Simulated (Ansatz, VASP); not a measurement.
# MgAgH3 in VASP and in Ansatz

```xyz
5
Lattice="4.1400 0.0000 0.0000 0.0000 4.1400 0.0000 0.0000 0.0000 4.1400" Properties=species:S:1:pos:R:3 pbc="T T T"
Ag    0.0000    0.0000    0.0000
Mg    2.0700    2.0700    2.0700
H     2.0700    2.0700    0.0000
H     2.0700    0.0000    2.0700
H     0.0000    2.0700    2.0700
```

Alike in both runs: task single point; functional PBEsol; k mesh 4 × 4 × 4; occupations gaussian, width 0.05 eV; no spin polarisation.

|  | VASP | Ansatz |
| --- | --- | --- |
| version | VASP 6.6.1 | Ansatz 0.2.0 |
| potentials or method | VASP PAW PBE potentials, release 64 (Ag, Mg, H), cutoff 600 eV | scalar-relativistic, plane waves, PAW |
| valence electrons in the cell | 16 | 32 |

|  | VASP | Ansatz | Ansatz less VASP |
| --- | --- | --- | --- |
| gap on the k mesh at the Fermi level (eV) | 0.30 | 0.30 | 0.000 |
| least direct gap on the mesh (eV) | 1.80 | 1.80 | -0.002 |
| pressure (GPa) | -9.3 | -9.2 | +0.11 |

VASP's potentials were made for PBE, not for PBEsol. VASP's potentials hold 16 valence electrons a cell and Ansatz's 32, so a difference there can come from the potentials and not from the codes.
